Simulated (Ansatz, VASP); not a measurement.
One calculation of MgSnSb2, two programs

```xyz
4
Lattice="4.7066 0.0000 0.0000 0.0000 4.7066 0.0000 0.0000 0.0000 6.6502" Properties=species:S:1:pos:R:3 pbc="T T T"
Mg    0.0000    0.0000    0.0000
Sb    0.0000    2.3533    1.6026
Sb    2.3533    0.0000    5.0476
Sn    2.3533    2.3533    3.3251
```

Alike in both runs: task single point; functional PBE; k mesh 4 × 4 × 4; occupations fermi-dirac, width 0.02 eV; no spin polarisation.

|  | VASP | Ansatz |
| --- | --- | --- |
| version | VASP 6.6.1 | Ansatz 0.2.0 |
| potentials or method | VASP PAW PBE potentials, release 64 (Mg, Sb, Sn_d) | plane waves, PAW |
| plane-wave cutoff (eV) | 520 | 420 |
| valence electrons in the cell | 26 | 54 |

|  | VASP | Ansatz | Ansatz less VASP |
| --- | --- | --- | --- |
| pressure (GPa) | -0.8 | -0.9 | -0.01 |
| rms of the force components (eV/Å) | 0.018 | 0.021 | +0.0034 |

VASP's potentials hold 26 valence electrons a cell and Ansatz's 54, so a difference there can come from the potentials and not from the codes.

Spin-orbit coupling is off throughout.
